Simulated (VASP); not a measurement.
# Re in VASP: a series of runs, part 2 of 2

VASP 6.6.1. Earlier steps stand in the parts before.

## Step 5: Single point, PBE, collinear spin, ferromagnetic start

This run uses another cell than the first one: it holds 2 atoms, not 1.

The input, INCAR:

```
PREC = Accurate
ENCUT = 520
EDIFF = 1E-6
ISMEAR = 0
SIGMA = 0.05
LREAL = False
LASPH = True
NELM = 150
ALGO = Normal
ISIF = 2
LWAVE = False
LCHARG = True
ISPIN = 2
MAGMOM = 1.5 1.5
LORBIT = 11
LMAXMIX = 4
GGA = PE
LELF = True
LVHAR = True
NBANDS = 18
```

The input, KPOINTS:

```
regular mesh
0
Gamma
  1 1 13
```

The input, POSCAR:

```
Re
1.0
    9.0000000000      0.0000000000      0.0000000000
    0.0000000000      9.3000000000      0.0000000000
    0.0000000000      0.0000000000      4.9601406266
Re
2
Direct
    0.5000000000      0.5000000000      0.0000000000
    0.5000000000      0.5000000000      0.4650000000
```

Potentials or basis: VASP PAW PBE potentials, release 64 (Re).

On the command line:

```sh
$ cat potpaw_PBE.64/Re/POTCAR > POTCAR
$ mpirun -np 1 vasp_std > vasp.out
```

OUTCAR:

```text
PREC = Accurate
   ENCUT = 520
   EDIFF = 1E-6
   ISMEAR = 0
   LREAL = False
   LASPH = True
   NELM = 150
   ISIF = 2
   ISPIN = 2
   LORBIT = 11
   GGA = PE

 ion  position               nearest neighbor table
   1  0.500  0.500  0.000-   2 2.31   2 2.65
   2  0.500  0.500  0.465-   1 2.31   1 2.65

  LATTYP: Found a simple orthorhombic cell.
 ALAT       =     4.9601406266
 B/A-ratio  =     1.8144646851
 C/A-ratio  =     1.8749468413

  Lattice vectors:

 A1 = (   0.0000000000,   0.0000000000,   4.9601406266)
 A2 = (   9.0000000000,   0.0000000000,   0.0000000000)
 A3 = (   0.0000000000,   9.3000000000,   0.0000000000)

Analysis of symmetry for initial positions (statically):
=====================================================================
 Subroutine PRICEL returns:
 Original cell was already a primitive cell.

 Routine SETGRP: Setting up the symmetry group for a
 simple orthorhombic supercell.

[... 331 lines left out ...]
      5      -4.7548      1.00000
      6      -4.7537      1.00000
[... 124 lines left out ...]
      5      -4.8531      1.00000
      6      -4.3165      1.00000
[... 10 lines left out ...]
     17       1.7048      0.00000
     18       2.1632      0.00000

------------------------ aborting loop because EDIFF is reached ----------------------------------------

  FORCE on cell =-STRESS in cart. coord.  units (eV):
  Direction    XX          YY          ZZ          XY          YZ          ZX
  --------------------------------------------------------------------------------------
  -------------------------------------------------------------------------------------
  Total       -0.0738057     -0.0563959    -16.3321611      0.0000000      0.0000000      0.0000000
  in kB       -0.2848269     -0.2176400    -63.0281836      0.0000000      0.0000000      0.0000000
  external PRESSURE =     -21.1768835 kB  Pullay stress =       0.0000000 kB

 VOLUME and BASIS-vectors are now :
 -----------------------------------------------------------------------------
  energy-cutoff  :      520.00
  volume of cell :      415.16
      direct lattice vectors                 reciprocal lattice vectors
     9.000000000  0.000000000  0.000000000     0.111111111  0.000000000  0.000000000
     0.000000000  9.300000000  0.000000000     0.000000000  0.107526882  0.000000000
     0.000000000  0.000000000  4.960140627     0.000000000  0.000000000  0.201607187

 POSITION                                       TOTAL-FORCE (eV/Angst)
 -----------------------------------------------------------------------------------
      4.50000      4.65000      0.00000         0.000000      0.000000      3.178265
      4.50000      4.65000      2.30647         0.000000      0.000000     -3.178265
 -----------------------------------------------------------------------------------
    total drift:                                0.000000      0.000000     -0.000001

  FREE ENERGIE OF THE ION-ELECTRON SYSTEM (eV)
  ---------------------------------------------------
  free  energy   TOTEN  =       -13.5625796764 eV

  energy  without entropy=      -13.5562308607  energy(sigma->0) =      -13.55940527

 total charge

# of ion       s       p       d       tot
------------------------------------------
    1        0.631   0.169   4.750   5.550
    2        0.631   0.169   4.750   5.550
--------------------------------------------------
tot          1.262   0.338   9.501  11.101

 magnetization (x)

# of ion       s       p       d       tot
------------------------------------------
    1        0.002   0.007   0.310   0.319
    2        0.002   0.007   0.310   0.319
--------------------------------------------------
tot          0.004   0.015   0.619   0.638
```

stdout:

```text
POSCAR found type information on POSCAR Re
 POSCAR found :  1 types and       2 ions
 scaLAPACK will be used
 LDA part: xc-table for (Slater+PW92), standard interpolation
 POSCAR, INCAR and KPOINTS ok, starting setup
 FFT: planning ... GRIDC
 FFT: planning ... GRID_SOFT
 FFT: planning ... GRID
 WAVECAR not read
 entering main loop
```

Wall time 2.1 min (1 thread of AMD EPYC 9R45 (Zen 5), shared host); peak memory 0.56 GiB.

What came out:

- Free energy: -13.5626 eV
- Largest force: 3.178 eV/Å
- Net moment: 0.77 μB per cell
- Site moments: Re +0.32 μB
- Valence electrons inside the program's atomic spheres: Re 5.55

Forces in eV/Å, atoms in the order of the input:
```
Re   0.000  0.000  3.178
Re   0.000  0.000 -3.178
```

Caveat: spin-orbit coupling is left out, which moves the levels of the heavy elements.

## Step 6: Single point, PBE, collinear spin, ferromagnetic start

This run uses another cell than the first one: it holds 2 atoms, not 1.

The input, INCAR:

```
PREC = Accurate
ENCUT = 410
EDIFF = 1E-6
ISMEAR = 0
SIGMA = 0.05
LREAL = False
LASPH = True
NELM = 200
ALGO = Normal
ISIF = 2
LWAVE = False
LCHARG = True
ISPIN = 2
MAGMOM = 1.5 1.5
LORBIT = 11
LMAXMIX = 4
GGA = PE
LELF = True
LVHAR = True
NBANDS = 26
GGA_COMPAT = False
```

KPOINTS is that of step 5.

POSCAR is that of step 5.

Potentials or basis: VASP PAW PBE potentials, release 64 (Re_sv_GW).

On the command line:

```sh
$ cat potpaw_PBE.64/Re_sv_GW/POTCAR > POTCAR
$ mpirun -np 1 vasp_std > vasp.out
```

It took 2.2 min on 1 thread of Intel Xeon Platinum 8375C at 2.90GHz (Ice Lake), shared host; peak memory 0.48 GiB.

It converged, with:

```
Free energy                                           : -16.7047 eV
Largest force                                         : 2.802 eV/Å
Net moment                                            : 0.77 μB per cell
Site moments                                          : Re +0.29 μB
Valence electrons inside the program's atomic spheres : Re 14.81
```

Forces on the atoms (eV/Å):
```
Re   0.000  0.000  2.802
Re   0.000  0.000 -2.802
```

Levels at points of the mesh, in eV from the Fermi level:
Spin up:
| k point | band 10 | band 11 | band 12 | band 13 | band 14 | band 15 | band 16 | band 17 | band 18 | band 19 |
| --- | --- | --- | --- | --- | --- | --- | --- | --- | --- | --- |
| (0.00, 0.00, 0.00) | -3.02 | -3.02 | -1.95 | -1.02 | -1.02 | 0.45 | 0.45 | 0.99 | 2.18 | 2.20 |
Spin down:
```tsv
k point	band 12	band 13	band 14	band 15	band 16	band 17
(0.00, 0.00, 0.00)	-1.77	-0.76	-0.76	0.74	0.74	1.22
```

Caveat: spin-orbit coupling is left out, which moves the levels of the heavy elements.

## Step 7: Summary

```csv
potentials or basis,cell,k mesh,cutoff (eV),second run,gap on the mesh (eV),moment (μB),largest force (eV/Å)
"VASP PAW PBE potentials, release 64 (Re)","a = 9.000, b = 9.300, c = 2.396 Å, 1 atom",1 × 1 × 26,520,-,none,0.69,-
"VASP PAW PBE potentials, release 64 (Re)","a = 9.000, b = 9.300, c = 2.480 Å, 1 atom",1 × 1 × 26,520,-,none,0.01,-
"VASP PAW PBE potentials, release 64 (Re)","a = 9.000, b = 9.300, c = 4.849 Å, 2 atoms",1 × 1 × 13,520,-,none,0.78,2.41
"VASP PAW PBE potentials, release 64 (Re)","a = 9.000, b = 9.300, c = 4.960 Å, 2 atoms",1 × 1 × 13,520,-,none,0.77,3.18
"VASP PAW PBE potentials, release 64 (Re_sv_GW)","a = 9.000, b = 9.300, c = 4.960 Å, 2 atoms",1 × 1 × 13,410,valence_matched,none,0.77,2.80
```

Alike in all rows: task single point; level PBE; spin collinear, ferromagnetic start; smearing gaussian 0.05 eV.

Caveats: spin-orbit coupling is left out, which moves the levels of the heavy elements.

Absolute energies hang on the potentials; compare differences alone.
